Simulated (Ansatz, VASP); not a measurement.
# Ta4C3 in VASP and in Ansatz

```
CELL_PARAMETERS angstrom
4.05039 0.00000 0.00000
0.00000 4.05039 0.00000
0.00000 0.00000 4.40260
ATOMIC_POSITIONS crystal
Ta 0.00000 0.50000 0.50000
Ta 0.50000 0.00000 0.50000
Ta 0.50000 0.50000 0.00000
Ta 0.00000 0.00000 0.00000
C 0.50000 0.00000 0.00000
C 0.00000 0.50000 0.00000
C 0.00000 0.00000 0.50000
```

Change from the starting cell: strain -0.080 along x and y, +0.000 along z, atoms carried along.

Alike in both runs: task single point; functional PBEsol; k mesh 10 × 10 × 10; occupations gaussian, width 0.15 eV; no spin polarisation.

|  | VASP | Ansatz |
| --- | --- | --- |
| version | VASP 6.6.1 | Ansatz 0.2.0 |
| potentials or method | VASP PAW PBE potentials, release 64 (Ta_pv, C), cutoff 520 eV | scalar-relativistic, plane waves, PAW |
| valence electrons in the cell | 56 | 64 |

|  | VASP | Ansatz | Ansatz less VASP |
| --- | --- | --- | --- |
| gap on the k mesh at the Fermi level (eV) | none | none | - |
| pressure (GPa) | 80.3 | 78.6 | -1.74 |
| traceless stress, the component that is largest in VASP (GPa) | -49.59 | -49.12 | +0.476 |

VASP's potentials were made for PBE, not for PBEsol. A gap of «none» marks a metal or a gap that the smearing closes. Both programs put the cell under a high pressure, so it lies far from rest at this level. With one functional, cell and mesh, what is left measures potentials, basis and numerics. VASP's potentials hold 56 valence electrons a cell and Ansatz's 64, so a difference there can come from the potentials and not from the codes.

Neither program's run includes spin-orbit coupling. Noted on VASP's run: the cell as given lies far from equilibrium.
